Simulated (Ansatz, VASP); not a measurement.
# NiO2 in VASP and in Ansatz

```
Ni O
1.0
     2.86242    0.00000    0.00000
    -1.43121    2.47893    0.00000
     0.00000    0.00000    4.70382
Ni O
1 2
Direct
  0.00000 0.00000 0.50000
  0.66667 0.33333 0.73794
  0.33333 0.66667 0.26206
```

Alike in both runs: task single point; functional PBEsol; k mesh 12 × 12 × 6; occupations gaussian, width 0.05 eV; no spin polarisation.

|  | VASP | Ansatz |
| --- | --- | --- |
| version | VASP 6.6.1 | Ansatz 0.2.0 |
| potentials or method | VASP PAW PBE potentials, release 64 (Ni, O), cutoff 520 eV | scalar-relativistic, plane waves, PAW |
| valence electrons in the cell | 22 | 30 |

VASP gave:

* gap on the k mesh at the Fermi level (eV): 0.60
* least direct gap on the mesh (eV): 0.65
* pressure (GPa): -27.2
* traceless stress, the component that is largest in VASP (GPa): -5.88
* rms of the force components (eV/Å): 1.438

Problem. Estimate Ansatz's values.

Solution. gap on the k mesh at the Fermi level (eV): 0.63; least direct gap on the mesh (eV): 0.67; pressure (GPa): -27.5; traceless stress, the component that is largest in VASP (GPa): -5.83; rms of the force components (eV/Å): 1.474.

VASP's potentials were made for PBE, not for PBEsol. Atom by atom the forces differ by 0.036 eV/Å (rms over components). With one functional, cell and mesh, what is left measures potentials, basis and numerics. VASP's potentials hold 22 valence electrons a cell and Ansatz's 30, so a difference there can come from the potentials and not from the codes.
